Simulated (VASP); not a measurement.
Runs of VASP 6.6.1 on NaF. Symmetry: Fm-3m, No. 225, cubic system. The conventional cell has a = 4.594 Å, b = 4.594 Å, c = 4.594 Å, α = 90.00°, β = 90.00°, γ = 90.00°. Na (site symmetry m-3m) has 6 F at 2.30 Å within 3.0 Å. Within 3.0 Å of F (site symmetry m-3m) lie 6 Na at 2.30 Å. 

| level | potentials or basis | grid for exact exchange (PRECFOCK) | share of exact exchange | screening parameter | gap on the mesh (eV) | pressure (GPa) |
| --- | --- | --- | --- | --- | --- | --- |
| LDA | VASP PAW LDA potentials, release 64 (Na_pv, F) | - | - | - | 6.09 | -3.3 |
| PBE-based global hybrid with 35 % exact exchange | VASP PAW PBE potentials, release 64 (Na_pv, F) | Normal | 0.35 | - | 10.60 | 0.7 |
| PBE-based global hybrid with 75 % exact exchange | VASP PAW PBE potentials, release 64 (Na_pv, F) | Normal | 0.75 | - | 15.51 | (a) |
| PBE | VASP PAW PBE potentials, release 64 (Na_pv, F) | - | - | - | 6.44 | 3.5 |
| PBE-based screened hybrid with 75 % exact exchange | VASP PAW PBE potentials, release 64 (Na_pv, F) | Normal | 0.75 | 0.2078 1/Å | 13.12 | (b) |

Alike in all rows: task single point; no spin polarisation; cell as given; k mesh 4 × 4 × 4; cutoff (eV) 520; smearing gaussian 0.01 eV.

Question: Estimate the missing entries.

Answer: (a) -2.2; (b) -1.8.

Caveats: all runs use coarse meshes; the PAW data sets were made with another functional, which shifts forces and pressure a little (at least some runs).

